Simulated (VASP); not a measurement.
# BaTiO3: single point with PBE+U

Crystal: BaTiO3.

```
Ba Ti O
1.0
     4.06313    0.00000    0.00000
     0.00000    2.91265    2.80844
     0.00000   -2.91265    2.80844
Ba Ti O
1 1 3
Cartesian
  0.0000 0.0000 0.0454
  2.0316 0.0000 2.9191
  0.0000 0.0000 2.7614
  2.0316 -1.4248 4.1475
  2.0316 1.4248 4.1475
```

This cell differs from its parent crystal: ratio of the length along z to the lengths across it x 0.96, volume and fractional coordinates fixed.

```
Program             : VASP 6.6.1
Task                : single point
Functional          : PBE
Potentials or basis : VASP PAW PBE potentials, release 64 (Ba_sv, Ti_sv, O)
Cutoff              : 520 eV
k mesh              : 6 × 6 × 6
Occupations         : gaussian, width 0.05 eV
Spin                : no spin polarisation
Hubbard terms       : Ti d U = 4.0 eV
```

- Pressure: 3.5 GPa
- Largest force: 0.790 eV/Å
- Band gap on the k mesh: 2.47 eV, indirect (least direct gap 2.86 eV)

Forces on the atoms (eV/Å):
```
Ba   0.000  0.000 -0.090
Ti   0.000  0.000 -0.790
O    0.000  0.000  0.120
O    0.000 -0.343  0.380
O    0.000  0.343  0.380
```

Stress tensor (GPa, compression positive):
```
0.78 0.00 0.00
0.00 0.47 0.00
0.00 0.00 9.13
```

Levels at points of the mesh, in eV from the valence-band top:
| k point | band 18 | band 19 | band 20 | band 21 | band 22 | band 23 |
| --- | --- | --- | --- | --- | --- | --- |
| (0.00, 0.00, 0.00) | -0.49 | -0.48 | -0.39 | 2.47 | 2.52 | 2.66 |
| (0.50, 0.00, 0.00) | -1.38 | -1.21 | -0.96 | 2.81 | 3.76 | 3.95 |
| (0.00, 0.50, 0.00) | -1.70 | -0.94 | -0.85 | 2.66 | 3.92 | 3.96 |
| (0.50, 0.50, 0.00) | -1.02 | -0.99 | -0.12 | 3.88 | 3.96 | 4.32 |
| (0.00, 0.50, 0.50) | -0.87 | -0.80 | -0.18 | 3.95 | 4.03 | 4.31 |
| (0.50, 0.50, 0.50) | -0.11 | -0.07 | 0.00 | 4.41 | 4.52 | 4.61 |

Eigenvalues of the final occupation matrices:
```csv
site,spin,trace,eigenvalues
site 2 d,1,0.81,0.11 0.11 0.12 0.23 0.25
site 2 d,2,0.81,0.11 0.11 0.12 0.23 0.25
```

Run time: 4 min on 1 thread of AMD EPYC 7R13, with other jobs on the host, peak memory 0.21 GiB.

Caveat: spin-orbit coupling is left out, which moves the levels of the heavy elements. A k mesh can miss the band edges.
